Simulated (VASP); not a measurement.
Here is a VASP 6.6.1 calculation.

The input POSCAR:

```
NaH
1.0
    0.0000000000      2.3975116427      2.3975116427
    2.3975116427      0.0000000000      2.3975116427
    2.3975116427      2.3975116427      0.0000000000
Na H
1 1
Direct
    0.0000000000      0.0000000000      0.0000000000
    0.5000000000      0.5000000000      0.5000000000
```

INCAR.step1

```
SYSTEM = NaH
PREC = Accurate
ENCUT = 520
EDIFF = 1E-5
ISMEAR = 0
SIGMA = 0.01
LREAL = .FALSE.
LASPH = .TRUE.
NELM = 60
ALGO = Normal
ISIF = 2
LWAVE = .TRUE.
LCHARG = .FALSE.
GGA = PE
NBANDS = 11
```

The input INCAR.step2:

```
SYSTEM = NaH
PREC = Accurate
ENCUT = 520
EDIFF = 1E-6
ISMEAR = 0
SIGMA = 0.01
LREAL = .FALSE.
LASPH = .TRUE.
NELM = 60
ALGO = Normal
ISIF = 2
LWAVE = .FALSE.
LCHARG = .FALSE.
GGA = PE
LHFCALC = .TRUE.
HFSCREEN = 0.2079
PRECFOCK = Normal
ISTART = 1
NBANDS = 11
```

KPOINTS

```
regular mesh
0
G
  4 4 4
  0 0 0
```

Potentials or basis: VASP PAW PBE potentials, release 64 (Na_pv, H).

Command:

```console
$ cat potpaw_PBE.64/Na_pv/POTCAR potpaw_PBE.64/H/POTCAR > POTCAR
$ cp INCAR.step1 INCAR
$ mpirun -np 1 vasp_std > vasp.out
$ cp INCAR.step2 INCAR
$ mpirun -np 1 vasp_std > vasp.out
```

Task: What does it give for the band gap on the k mesh?

Result: 4.85 eV (least direct gap 5.81 eV).

Task: What does it give for the pressure?

Result: 0.2 GPa.

Caveat: the k points lie up to 0.57 Å⁻¹ apart; the PAW data sets were made with another functional, which shifts forces and pressure a little. A k mesh can miss the band edges.
